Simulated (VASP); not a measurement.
# TiAl (P-6m2) in VASP: further runs, part 2 of 2

VASP 6.6.1. The steps go on from the part before.

**4. Single point, PBEsol**

This run uses another cell than the first one, of 12.88 Å³/atom, 0.822 times its volume.

File INCAR:

```
SYSTEM = TiAl
PREC = Accurate
ENCUT = 520
EDIFF = 1E-7
ISMEAR = 0
SIGMA = 0.15
LREAL = .FALSE.
LASPH = .TRUE.
NELM = 80
ALGO = Fast
ISIF = 2
LWAVE = .FALSE.
LCHARG = .FALSE.
GGA = PS
NBANDS = 14
```

File KPOINTS:

```
Automatic mesh
0
G
  18 18 10
  0 0 0
```

File POSCAR:

```
TiAl
1.0
    2.7052000000      0.0000000000      0.0000000000
   -1.3526000000      2.3427719223      0.0000000000
    0.0000000000      0.0000000000      4.0649000000
Ti Al
1 1
Direct
    0.0000000000      0.0000000000      0.0000000000
    0.3333333333      0.6666666667      0.5000000000
```

Potentials or basis: VASP PAW PBE potentials, release 64 (Ti_sv, Al).

Command:

```console
$ cat potpaw_PBE.64/Ti_sv/POTCAR potpaw_PBE.64/Al/POTCAR > POTCAR
$ mpirun -np 1 vasp_std > vasp.out
```

OUTCAR:

```text
SYSTEM = TiAl
   PREC = Accurate
   ENCUT = 520
   EDIFF = 1E-7
   ISMEAR = 0
   LREAL = .FALSE.
   LASPH = .TRUE.
   NELM = 80
   ISIF = 2
   GGA = PS

 ion  position               nearest neighbor table
   1  0.000  0.000  0.000-   2 2.56   2 2.56   2 2.56   2 2.56   2 2.56   2 2.56
   2  0.333  0.667  0.500-   1 2.56   1 2.56   1 2.56   1 2.56   1 2.56   1 2.56

  LATTYP: Found a hexagonal cell.
 ALAT       =     2.7052000000
 C/A-ratio  =     1.5026245749

  Lattice vectors:

 A1 = (   2.7052000000,   0.0000000000,   0.0000000000)
 A2 = (  -1.3526000000,   2.3427719223,   0.0000000000)
[... 588 lines left out ...]
     11      16.2470      0.00000
     12      16.8273      0.00000
     13      17.4685      0.00000
     14      19.3431      0.00000

 [... further k-points ...]
[... 5 lines left out ...]
  --------------------------------------------------------------------------------------
  -------------------------------------------------------------------------------------
  Total        5.4876065      5.4876065      9.5099357      0.0000000      0.0000000      0.0000000
  in kB      341.2827111    341.2827111    591.4375700      0.0000000      0.0000000      0.0000000
  external PRESSURE =     424.6676641 kB  Pullay stress =       0.0000000 kB

 VOLUME and BASIS-vectors are now :
 -----------------------------------------------------------------------------
  energy-cutoff  :      520.00
  volume of cell :       25.76
      direct lattice vectors                 reciprocal lattice vectors
     2.705200000  0.000000000  0.000000000     0.369658436  0.213422397  0.000000000
    -1.352600000  2.342771922  0.000000000     0.000000000  0.426844795  0.000000000
     0.000000000  0.000000000  4.064900000     0.000000000  0.000000000  0.246008512

 POSITION                                       TOTAL-FORCE (eV/Angst)
 -----------------------------------------------------------------------------------
      0.00000      0.00000      0.00000        -0.000000      0.000000      0.000000
     -0.00000      1.56185      2.03245         0.000000      0.000000      0.000000
 -----------------------------------------------------------------------------------
    total drift:                                0.000000     -0.000000      0.000000

  FREE ENERGIE OF THE ION-ELECTRON SYSTEM (eV)
  ---------------------------------------------------
  free  energy   TOTEN  =       -12.1128165001 eV

  energy  without entropy=      -12.0841395903  energy(sigma->0) =      -12.09847805
```

OSZICAR:

```text
N       E                     dE             d eps       ncg     rms          rms(c)
DAV:   1     0.102814389812E+03    0.10281E+03   -0.71544E+03  6236   0.114E+03
DAV:   2    -0.786611644723E+01   -0.11068E+03   -0.10607E+03  6414   0.309E+02
DAV:   3    -0.132529564511E+02   -0.53868E+01   -0.52883E+01  9094   0.661E+01
[... 22 lines left out ...]
RMM:  26    -0.121128158448E+02   -0.27189E-06   -0.38985E-06  7620   0.834E-03    0.229E-03
RMM:  27    -0.121128161167E+02   -0.27193E-06   -0.27514E-06  6396   0.643E-03    0.120E-03
RMM:  28    -0.121128162803E+02   -0.16363E-06   -0.15876E-06  6138   0.538E-03    0.886E-04
RMM:  29    -0.121128164087E+02   -0.12832E-06   -0.11416E-06  6226   0.446E-03    0.555E-04
RMM:  30    -0.121128165001E+02   -0.91411E-07   -0.82414E-07  5574   0.375E-03
   1 F= -.12112817E+02 E0= -.12098478E+02  d E =-.286769E-01
```

stdout:

```text
POSCAR found type information on POSCAR TiAl
 POSCAR found :  2 types and       2 ions
 scaLAPACK will be used
 -----------------------------------------------------------------------------
[... 26 lines left out ...]
 num prob RMM:  27    -0.121128161167E+02   -0.27193E-06   -0.27514E-06  6396   0.643E-03    0.120E-03
WARNING in EDDRMM: call to ZHEGV failed, returncode =   6  3     14
WARNING in EDDRMM: call to ZHEGV failed, returncode =   6  3      5
 num prob WARNING in EDDRMM: call to ZHEGV failed, returncode =   6  3     13
WARNING in EDDRMM: call to ZHEGV failed, returncode =   8  4     14
 num prob  num prob RMM:  29    -0.121128164087E+02   -0.12832E-06   -0.11416E-06  6226   0.446E-03    0.555E-04
 num prob  num prob RMM:  30    -0.121128165001E+02   -0.91411E-07   -0.82414E-07  5574   0.375E-03
```

It took 2.3 min on 1 thread of Intel Xeon Platinum 8488C (Sapphire Rapids), shared host; peak memory 0.2 GiB.

Results:

```yaml
Free_energy: -12.1128 eV
Pressure: 42.5 GPa
```

Stress tensor (GPa, compression positive):
```
34.13  0.00  0.00
 0.00 34.13  0.00
 0.00  0.00 59.14
```

Levels at points of the mesh, in eV from the Fermi level:
| k point | band 5 | band 6 | band 7 | band 8 | band 9 | band 10 |
| --- | --- | --- | --- | --- | --- | --- |
| (0.00, 0.00, 0.00) | -10.00 | -2.40 | -0.91 | 1.49 | 1.49 | 3.37 |
| (0.50, 0.00, 0.00) | -4.51 | -2.97 | -2.06 | -1.38 | 2.41 | 5.04 |
| (0.00, 0.00, 0.50) | -8.50 | -5.60 | -0.12 | 1.51 | 1.51 | 3.16 |
| (0.50, 0.00, 0.50) | -4.58 | -2.39 | -2.31 | 1.03 | 1.36 | 2.01 |

Caveat: the PAW data sets were made with another functional, which shifts forces and pressure a little.

**5. Single point, PBEsol**

This run uses another cell than the first one, of 13.34 Å³/atom, 0.851 times its volume.

File INCAR:

```
SYSTEM = TiAl
PREC = Accurate
ENCUT = 520
EDIFF = 1E-6
ISMEAR = 0
SIGMA = 0.15
LREAL = .False.
LASPH = .True.
NELM = 80
ALGO = Normal
ISIF = 2
LWAVE = .False.
LCHARG = .False.
GGA = PS
NBANDS = 14
```

File KPOINTS:

```
Automatic mesh
0
Gamma
  18 18 10
  0 0 0
```

File POSCAR:

```
TiAl
1.0
    2.7526000000      0.0000000000      0.0000000000
   -1.3763000000      2.3838215265      0.0000000000
    0.0000000000      0.0000000000      4.0649000000
Ti Al
1 1
Direct
    0.0000000000      0.0000000000      0.0000000000
    0.3333333333      0.6666666667      0.5000000000
```

Potentials or basis: VASP PAW PBE potentials, release 64 (Ti_sv, Al).

Command:

```console
$ cat potpaw_PBE.64/Ti_sv/POTCAR potpaw_PBE.64/Al/POTCAR > POTCAR
$ mpirun -np 1 vasp_std > vasp.out
```

OUTCAR:

```text
SYSTEM = TiAl
   PREC = Accurate
   ENCUT = 520
   EDIFF = 1E-6
   ISMEAR = 0
   LREAL = .False.
   LASPH = .True.
   NELM = 80
   ISIF = 2
   GGA = PS

 ion  position               nearest neighbor table
   1  0.000  0.000  0.000-   2 2.58   2 2.58   2 2.58   2 2.58   2 2.58   2 2.58
   2  0.333  0.667  0.500-   1 2.58   1 2.58   1 2.58   1 2.58   1 2.58   1 2.58

  LATTYP: Found a hexagonal cell.
 ALAT       =     2.7526000000
 C/A-ratio  =     1.4767492552

  Lattice vectors:

 A1 = (   2.7526000000,   0.0000000000,   0.0000000000)
 A2 = (  -1.3763000000,   2.3838215265,   0.0000000000)
 A3 = (   0.0000000000,   0.0000000000,   4.0649000000)

Analysis of symmetry for initial positions (statically):
=====================================================================
 Subroutine PRICEL returns:
 Original cell was already a primitive cell.

 Routine SETGRP: Setting up the symmetry group for a
 hexagonal supercell.

 Subroutine GETGRP returns: Found 12 space group operations
 (whereof 12 operations were pure point group operations)
 out of a pool of 24 trial point group operations.

The static configuration has the point symmetry D_3h.

Analysis of symmetry for dynamics (positions and initial velocities):
=====================================================================
 Subroutine PRICEL returns:
 Original cell was already a primitive cell.

 Routine SETGRP: Setting up the symmetry group for a
 hexagonal supercell.

 Subroutine GETGRP returns: Found 12 space group operations
 (whereof 12 operations were pure point group operations)
 out of a pool of 24 trial point group operations.

The dynamic configuration has the point symmetry D_3h.

 Subroutine INISYM returns: Found 12 space group operations
 (whereof 12 operations are pure point group operations),
 and found     1 'primitive' translations

----------------------------------------------------------------------------------------

                                     Primitive cell

  volume of cell :      26.6727

  direct lattice vectors                    reciprocal lattice vectors
     2.752600000  0.000000000  0.000000000     0.363292887  0.209747246  0.000000000
    -1.376300000  2.383821526  0.000000000     0.000000000  0.419494492  0.000000000
     0.000000000  0.000000000  4.064900000     0.000000000  0.000000000  0.246008512

  length of vectors
     2.752600000  2.752600000  4.064900000     0.419494492  0.419494492  0.246008512

  position of ions in fractional coordinates (direct lattice)
     0.000000000  0.000000000  0.000000000
     0.333333333  0.666666667  0.500000000

  ion indices of the primitive-cell ions
   primitive index   ion index
                 1           1
                 2           2

----------------------------------------------------------------------------------------

 KPOINTS: Automatic mesh

Automatic generation of k-mesh.
 Grid dimensions read from file:
 generate k-points for:   18   18   10

 Generating k-lattice:

  Cartesian coordinates                     Fractional coordinates (reciprocal lattice)
     0.020182938  0.011652625  0.000000000     0.055555556  0.000000000  0.000000000
     0.000000000  0.023305250  0.000000000     0.000000000  0.055555556  0.000000000
[... 41 lines left out ...]
   number of dos      NEDOS =    301   number of ions     NIONS =      2
   total plane-waves  NPLWV =  12000
   dimension x,y,z NGX =    20 NGY =   20 NGZ =   30
   dimension x,y,z NGXF=    40 NGYF=   40 NGZF=   60
   ions per type =               1   1
   NGX,Y,Z   is equivalent  to a cutoff of  12.08, 12.08, 12.27 a.u.
   NGXF,Y,Z  is equivalent  to a cutoff of  24.16, 24.16, 24.54 a.u.
 SYSTEM =  TiAl
   PREC   = accura    normal or accurate (medium, high low for compatibility)
   ISTART =      0    job   : 0-new  1-cont  2-samecut
   ICHARG =      2    charge: 1-file 2-atom 10-const
   ISPIN  =      1    spin polarized calculation?
   LNONCOLLINEAR =      F non collinear calculations
   LSORBIT =      F    spin-orbit coupling
   LASPH  =      T    aspherical Exc in radial PAW
   ENCUT  =  520.0 eV  38.22 Ry    6.18 a.u.   5.12  5.12  7.56*2*pi/ulx,y,z
   NELM   =     80;   NELMIN=  2; NELMDL= -5     # of ELM steps
   EDIFF  = 0.1E-05   stopping-criterion for ELM
   LREAL  =      F    real-space projection
   EDIFFG = 0.1E-04   stopping-criterion for IOM
   NSW    =      0    number of steps for IOM
   IBRION =     -1    ionic relax: 0-MD 1-quasi-New 2-CG
   NFREE  =      0    steps in history (QN), initial steepest desc. (CG)
   ISIF   =      2    stress and relaxation
   ISYM   =      2    0-nonsym 1-usesym 2-fastsym
   POTIM  = 0.5000    time-step for ionic-motion
   TEBEG  =    0.0;   TEEND  =   0.0 temperature during run
   PSTRESS=    0.0 pullay stress
   NELECT =      15.0000    total number of electrons
   NUPDOWN=      -1.0000    fix difference up-down
   EMIN   =  10.00;   EMAX   =-10.00  energy-range for DOS
   EFERMI =   0.00;   METHOD = LEGACY
   ISMEAR =     0;   SIGMA  =   0.15  broadening in eV -4-tet -1-fermi 0-gaus
   EFERMI_NEDOS =   21; number of points for ismear=-14 and -15
   IALGO  =     38    algorithm
   IMIX   =      4    mixing-type and parameters
     AMIX     =   0.40;   BMIX     =  1.00
     AMIX_MAG =   1.60;   BMIX_MAG =  1.00
  volume/ion in A,a.u.               =      13.34        90.00
  Fermi-wavevector in a.u.,A,eV,Ry     =   1.351293  2.553574 24.844158  1.825994
  Thomas-Fermi vector in A             =   2.478727
   LORBIT       =      0    0 simple, 1 ext, 2 COOP (PROOUT), +10 PAW based schemes
   GGA     = PS    functional components
   LHFCALC =     F    Hartree Fock is set to
   AEXX    =    0.0000 exact exchange contribution
   IVDW    =     0    specifies the selected vdW correction
   LEPSILON=     F    determine dielectric tensor
   LRPA    =     F    only Hartree local field effects (RPA)
 non-spin polarized calculation
 Gauss-broadening in eV      SIGMA  =   0.15
  energy-cutoff  :      520.00
  volume of cell :       26.67
 maximum number of plane-waves:       735
   NGX = 11   NGY = 11   NGZ = 15

 number of electron      15.0000008 magnetization

 Free energy of the ion-electron system (eV)
  ---------------------------------------------------
  ext. energy  EPLUGINS =         0.00000000
  ---------------------------------------------------
  free energy    TOTEN  =       -12.28603965 eV

  energy without entropy =      -12.25632377  energy(sigma->0) =      -12.27118171

 E-fermi :  10.1553     XC(G=0): -12.0181

 val. band max:       10.1538264922   @ k =   0.4444  -0.0000   0.3000
 cond. band min:      10.1562170432   @ k =   0.2778   0.0000   0.0000
 fundamental gap:      0.0023905510
 Fermi energy:        10.1553340742

 k-point     1 :       0.0000    0.0000    0.0000
  band No.  band energies     occupation
      1     -45.6461      2.00000
      2     -22.1593      2.00000
      3     -21.5198      2.00000
      4     -21.5198      2.00000
      5       0.3789      2.00000
      6       7.8634      2.00000
      7       9.4005      2.00000
      8      11.5848      0.00000
      9      11.5848      0.00000
     10      13.3358      0.00000
     11      13.3358      0.00000
     12      16.7087      0.00000
     13      23.6387      0.00000
     14      23.6387      0.00000
[... 377 lines left out ...]
      1     -45.4848      2.00000
      2     -22.3504      2.00000
      3     -22.0014      2.00000
      4     -21.7801      2.00000
      5       5.3570      2.00000
      6       7.8397      2.00000
      7       8.4172      2.00000
      8       9.0861      2.00000
      9      11.8331      0.00000
     10      14.1075      0.00000
     11      15.5681      0.00000
     12      16.3302      0.00000
     13      16.7675      0.00000
     14      18.5844      0.00000

 [... further k-points ...]

------------------------ aborting loop because EDIFF is reached ----------------------------------------

  FORCE on cell =-STRESS in cart. coord.  units (eV):
  Direction    XX          YY          ZZ          XY          YZ          ZX
  --------------------------------------------------------------------------------------
  -------------------------------------------------------------------------------------
  Total        4.4771136      4.4771136      8.5466395      0.0000000      0.0000000      0.0000000
  in kB      268.9316935    268.9316935    513.3803703      0.0000000      0.0000000      0.0000000
  external PRESSURE =     350.4145858 kB  Pullay stress =       0.0000000 kB

 VOLUME and BASIS-vectors are now :
 -----------------------------------------------------------------------------
  energy-cutoff  :      520.00
  volume of cell :       26.67
      direct lattice vectors                 reciprocal lattice vectors
     2.752600000  0.000000000  0.000000000     0.363292887  0.209747246  0.000000000
    -1.376300000  2.383821526  0.000000000     0.000000000  0.419494492  0.000000000
     0.000000000  0.000000000  4.064900000     0.000000000  0.000000000  0.246008512

 POSITION                                       TOTAL-FORCE (eV/Angst)
 -----------------------------------------------------------------------------------
      0.00000      0.00000      0.00000        -0.000000      0.000000      0.000000
     -0.00000      1.58921      2.03245         0.000000     -0.000000      0.000000
 -----------------------------------------------------------------------------------
    total drift:                                0.000000     -0.000000      0.000000

  FREE ENERGIE OF THE ION-ELECTRON SYSTEM (eV)
  ---------------------------------------------------
  free  energy   TOTEN  =       -12.2860396515 eV

  energy  without entropy=      -12.2563237702  energy(sigma->0) =      -12.27118171
```

It took 54 s on 1 thread of Intel Xeon Platinum 8488C (Sapphire Rapids), shared host; peak memory 0.2 GiB.

What came out:

| Quantity | Value |
| --- | --- |
| Free energy | -12.2860 eV |
| Pressure | 35.0 GPa |

Caveat: the PAW data sets were made with another functional, which shifts forces and pressure a little.

**6. Overview**

```tsv
cell	gap on the mesh (eV)	pressure (GPa)
a = 2.762, b = 2.762, c = 4.742 Å, angles 90.0, 90.0, 120.0°, 2 atoms	none	3.7
a = 2.876, b = 2.876, c = 4.373 Å, angles 90.0, 90.0, 120.0°, 2 atoms	none	5.6
a = 2.705, b = 2.705, c = 4.065 Å, angles 90.0, 90.0, 120.0°, 2 atoms	none	42.5
a = 2.753, b = 2.753, c = 4.065 Å, angles 90.0, 90.0, 120.0°, 2 atoms	none	35.0
```

Alike in all rows: task single point; level PBEsol; potentials or basis VASP PAW PBE potentials, release 64 (Ti_sv, Al); no spin polarisation; k mesh 18 × 18 × 10; cutoff (eV) 520; smearing gaussian 0.15 eV.

Caveats: the PAW data sets were made with another functional, which shifts forces and pressure a little.

Absolute energies hang on the potentials; compare differences alone.
